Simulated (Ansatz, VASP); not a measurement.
**One calculation of Pd, two programs**

```
Pd
1.0
     0.00000    1.95585    1.95585
     1.95585    0.00000    1.95585
     1.95585    1.95585    0.00000
Pd
1
Direct
  0.00000 0.00000 0.00000
```

Alike in both runs: task single point; functional r2SCAN; k mesh 14 × 14 × 14; occupations methfessel-paxton of order 1, width 1 eV; no spin polarisation.

```csv
,VASP,Ansatz
version,VASP 6.6.1,Ansatz 0.2.0
potentials or method,"VASP PAW PBE potentials, release 64 (Pd), cutoff 520 eV","plane waves (500 eV) with PAW, scalar-relativistic"
valence electrons in the cell,10,18
```

Ansatz gave:

| Property | Result |
| --- | --- |
| pressure (GPa) | -0.7 |

Problem. What did VASP give for the same quantities?

Solution. Pressure (GPa): 0.0.

VASP's potentials were made for PBE, not for r2SCAN. VASP's potentials hold 10 valence electrons a cell and Ansatz's 18, so a difference there can come from the potentials and not from the codes.
